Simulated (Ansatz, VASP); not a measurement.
# CaO: VASP beside Ansatz

```
CELL_PARAMETERS angstrom
0.00000 2.40356 2.40356
2.40356 0.00000 2.40356
2.40356 2.40356 0.00000
ATOMIC_POSITIONS crystal
Ca 0.00000 0.00000 0.00000
O 0.50000 0.50000 0.50000
```

Alike in both runs: task single point; functional PBEsol; k mesh 10 × 10 × 10; occupations gaussian, width 0.05 eV; no spin polarisation.

|  | VASP | Ansatz |
| --- | --- | --- |
| version | VASP 6.6.1 | Ansatz 0.2.0 |
| potentials or method | VASP PAW PBE potentials, release 64 (Ca_sv, O), cutoff 520 eV | all-electron LAPW, scalar-relativistic |

VASP gave:

| Property | Result |
| --- | --- |
| gap on the k mesh at the Fermi level (eV) | 3.53 |
| least direct gap on the mesh (eV) | 3.91 |
| pressure (GPa) | -2.2 |

Problem. Estimate Ansatz's values.

Solution. gap on the k mesh at the Fermi level (eV): 3.55; least direct gap on the mesh (eV): 3.93; pressure (GPa): -2.7.

VASP's potentials were made for PBE, not for PBEsol. Ansatz ran all-electron here, and VASP with PAW potentials.
